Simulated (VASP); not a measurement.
Wanted: the native input for a VASP 6.6.1 run.

```
Task                   : relaxation of cell and atoms
Functional             : PBE
Potentials or basis    : VASP PAW PBE potentials, release 64 (Cd, Se)
Cutoff                 : 600 eV
k mesh                 : 4 × 2 × 3
Occupations            : gaussian, width 0.2 eV
Spin                   : no spin polarisation
Dipole correction      : no
Further INCAR settings : ALGO = Normal; EDIFF = 1e-07; IBRION = 2; EDIFFG = -0.08; NSW = 36; ISIF = 3
```

The structure of CdSe4 lies in POSCAR:

```
CdSe4
1.0
    3.7787372900      0.0000000000      0.0000000000
    0.0000000000      7.6003132700      0.0000000000
    0.0000000000      0.0000000000      5.5913118100
Cd Se
1 4
Direct
    0.5000000000      0.0000000000      0.5448300100
    0.0000000000      0.8617941900      0.2141511600
    0.0000000000      0.1382058100      0.2141511600
    0.0000000000      0.2751093200      0.4981630500
    0.0000000000      0.7248906800      0.4981630500
```

The cell was generated, and may not be a known phase.

These files were run (other wordings do the same):

INCAR

```
PREC = Accurate
ENCUT = 600
EDIFF = 1E-7
ISMEAR = 0
SIGMA = 0.2
LREAL = False
LASPH = True
NELM = 60
ALGO = Normal
ISIF = 3
LWAVE = False
LCHARG = False
GGA = PE
IBRION = 2
NSW = 36
EDIFFG = -0.08
```

KPOINTS

```
Automatic mesh
0
Gamma
  4 2 3
```

Potentials or basis: VASP PAW PBE potentials, release 64 (Cd, Se).

The run is started by

```sh
$ cat potpaw_PBE.64/Cd/POTCAR potpaw_PBE.64/Se/POTCAR > POTCAR
$ mpirun -np 1 vasp_std > vasp.out
```

It gave:

```
Relaxed volume                        : 36.94 Å³/atom
Relaxed cell                          : a = 4.138 Å, b = 8.243 Å, c = 5.415 Å, α = 90.00°, β = 90.00°, γ = 90.00°
Space group after relaxing (to 0.1 Å) : Pmm2 (No. 25)
Energy gained by relaxing             : 1538.1 meV/atom
Ionic steps                           : 33
Pressure after relaxing               : 0.0 GPa
Largest force after relaxing          : 0.049 eV/Å
Band gap on the k mesh                : zero (bands 18 and 19 overlap by 0.13 eV)
```

Caveat: the k points lie up to 0.39 Å⁻¹ apart in the final cell; the volume moved by over 15 % at a fixed basis, so the end points are rough; semilocal functionals underestimate gaps, and a narrow one can read as zero; the relaxation stopped at a loose force limit of 0.08 eV/Å, so its end isn't a converged minimum.

It took 15 min on 1 thread of AMD EPYC 9R45 96-Core Processor (Zen 5), with other jobs on the host, peak memory 0.3 GiB.
